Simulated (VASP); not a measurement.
**AgBr: single point with PBEsol**

Crystal: AgBr.

```xyz
2
Lattice="-0.0142 2.8306 2.8306 2.8306 -0.0142 2.8306 2.8306 2.8306 -0.0142" Properties=species:S:1:pos:R:3 pbc="T T T"
Ag    0.0000    0.0000    0.0000
Br    2.8235    2.8235    2.8235
```

This cell differs from its parent crystal: equal xy, yz and zx engineering shears of -0.5 %.

```json
{"Program": "VASP 6.6.1", "Task": "single point", "Functional": "PBEsol", "Potentials or basis": "VASP PAW PBE potentials, release 64 (Ag, Br)", "Cutoff": "500 eV", "k mesh": "6 × 6 × 6", "Occupations": "fermi-dirac, width 0.01 eV", "Spin": "non-collinear spin, zero start, spin-orbit coupling", "Starting moments": "[[0.0, 0.0, 0.0], [0.0, 0.0, 0.0]] μB"}
```

The pressure is 0.0 GPa and the net moment is 0.00 μB per cell. The valence electrons inside the program's atomic spheres are Ag 9.75; Br 4.81.

Moments on the atoms (μB; x, y, z):
```
Ag  0.00 0.00 0.00
Br  0.00 0.00 0.00
```

Wall time 52 s on 1 thread of AMD EPYC 9R45 96-Core Processor (Zen 5) (shared host), peak memory 0.27 GiB.

Caveat: the cell differs from its parent crystal (equal xy, yz and zx engineering shears of -0.5 %); the PAW data sets were made with another functional, which shifts forces and pressure a little.
